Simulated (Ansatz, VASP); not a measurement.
# One calculation of Hf, two programs

POSCAR

```
Hf
1.0
   -1.6698770413      1.6698770413      1.6698770413
    1.6698770413     -1.6698770413      1.6698770413
    1.6698770413      1.6698770413     -1.6698770413
Hf
1
Direct
    0.0000000000      0.0000000000      0.0000000000
```

File INCAR.step1:

```
ALGO     = Normal         # electronic algorithm
EDIFF    = 1E-4           # SCF threshold, eV
ENCUT    = 520            # plane-wave cutoff, eV
GGA      = PE             # functional
ISMEAR   = 0              # smearing method
LASPH    = True           # aspherical terms in the spheres
LCHARG   = False          # write CHGCAR
LREAL    = False          # projectors in reciprocal space
LWAVE    = True           # write WAVECAR
NBANDS   = 11             # bands
NELM     = 60             # most SCF steps
PREC     = Accurate       # precision mode
SIGMA    = 0.05           # smearing width, eV
```

INCAR.step2

```
ALGO     = Normal         # electronic algorithm
EDIFF    = 1E-7           # SCF threshold, eV
ENCUT    = 520            # plane-wave cutoff, eV
ISIF     = 2              # what is computed and relaxed
ISMEAR   = 0              # smearing method
ISTART   = 1            
LASPH    = True           # aspherical terms in the spheres
LCHARG   = False          # write CHGCAR
LMIXTAU  = True         
LREAL    = False          # projectors in reciprocal space
LWAVE    = False          # write WAVECAR
METAGGA  = R2SCAN         # meta-GGA
NBANDS   = 11             # bands
NELM     = 60             # most SCF steps
PREC     = Accurate       # precision mode
SIGMA    = 0.05           # smearing width, eV
```

KPOINTS

```
k-points
0
Gamma
  18 18 18
```

Input for Ansatz:

```yaml
crystal:
  lattice:
    - [-1.6698770413, 1.6698770413, 1.6698770413]
    - [1.6698770413, -1.6698770413, 1.6698770413]
    - [1.6698770413, 1.6698770413, -1.6698770413]
  atoms:
    - { symbol: Hf, position: [0.0, 0.0, 0.0] }
basis:
  ecutwfc: 500
  ecutrho_ratio: 4
kpoints:
  mp_grid: { grid: [18, 18, 18] }
hamiltonian:
  xc: r2scan
scf:
  occupations: { method: gaussian, width: 0.05 }
output:
  forces: true
  stress: true
  eigenvalues: true
```

Alike in both runs: task single point; functional r2SCAN; k mesh 18 × 18 × 18; occupations gaussian, width 0.05 eV; no spin polarisation.

```csv
,VASP,Ansatz
version,VASP 6.6.1,Ansatz 0.2.0
potentials or method,"VASP PAW PBE potentials, release 64 (Hf_pv), cutoff 520 eV","scalar-relativistic, plane waves, PAW"
valence electrons in the cell,10,26
```

```csv
,VASP,Ansatz,Ansatz less VASP
gap on the k mesh at the Fermi level (eV),none,none,-
pressure (GPa),22.8,22.9,+0.12
```

VASP's potentials were made for PBE, not for r2SCAN. A gap of «none» marks a metal or a gap that the smearing closes. VASP's potentials hold 10 valence electrons a cell and Ansatz's 26, so a difference there can come from the potentials and not from the codes.

Spin-orbit coupling is off throughout.
